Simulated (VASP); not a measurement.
Input of a VASP 6.6.1 run:

Contents of INCAR:

```
SYSTEM = PbF2
  PREC = Accurate
  ENCUT = 600
  EDIFF = 1E-6
  ISMEAR = -1
  SIGMA = 0.02
  LREAL = .False.
  LASPH = .True.
  NELM = 120
  ALGO = Normal
  ISIF = 2
  LWAVE = .False.
  LCHARG = .True.
  GGA = PE
  LELF = .True.
  LVHAR = .True.
  NBANDS = 21
  GGA_COMPAT = .False.
```

The input KPOINTS:

```
Automatic mesh
0
Gamma
  8 8 8
  0 0 0
```

File POSCAR:

```
PbF2
1.0
    0.0558230670      2.9458082858      2.9458082858
    2.9458082858      0.0558230670      2.9458082858
    3.0016313528      3.0016313528      0.0000000000
Pb F
1 2
Direct
    0.0000000000      0.0000000000      0.0000000000
    0.2456028056      0.2456028056      0.2543971944
    0.7543971944      0.7543971944      0.7456028056
```

Potentials or basis: VASP PAW PBE potentials, release 64 (Pb_d, F).

Launch:

```sh
$ cat potpaw_PBE.64/Pb_d/POTCAR potpaw_PBE.64/F/POTCAR > POTCAR
$ mpirun -np 1 vasp_std > vasp.out
```

**Question.** Predict the band gap on the k mesh.

**Answer.** 4.40 eV (least direct gap 4.55 eV).

**Question.** Estimate the largest force.

**Answer.** 0.006 eV/Å.

**Question.** Estimate the pressure.

**Answer.** 4.0 GPa.

Stress tensor (GPa, compression positive):
```
 3.95 -0.86  0.00
-0.86  3.95  0.00
 0.00  0.00  3.99
```

Caveat: the cell differs from its parent crystal (shear xy strain +3.8%); the cell stands under pressure; spin-orbit coupling is left out, which moves the levels of the heavy elements. A k mesh can miss the band edges.
